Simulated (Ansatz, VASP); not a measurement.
**KRu: VASP beside Ansatz**

```
K Ru
1.0
     2.69029    0.00000    0.00000
     0.00000    2.69029    0.00000
     0.00000    0.00000    5.62554
K Ru
1 1
Direct
  0.50000 0.50000 0.50000
  0.00000 0.00000 0.00000
```

Alike in both runs: functional PBE; k mesh 16 × 16 × 12; occupations gaussian, width 0.1 eV; no spin polarisation.

Ansatz relaxed the structure, and its values are those at the end. VASP's run is a single point on that final structure, the one shown.

|  | VASP | Ansatz |
| --- | --- | --- |
| version | VASP 6.6.1 | Ansatz 0.2.0 |
| potentials or method | VASP PAW PBE potentials, release 64 (K_sv, Ru_pv), cutoff 520 eV | scalar-relativistic, plane waves, PAW |
| valence electrons in the cell | 23 | 25 |

|  | VASP | Ansatz | Ansatz less VASP |
| --- | --- | --- | --- |
| gap on the k mesh at the Fermi level (eV) | none | none | - |
| pressure (GPa) | 0.3 | 0.0 | -0.31 |

A gap of «none» marks a metal or a gap that the smearing closes. With one functional, cell and mesh, what is left measures potentials, basis and numerics. VASP's potentials hold 23 valence electrons a cell and Ansatz's 25, so a difference there can come from the potentials and not from the codes.
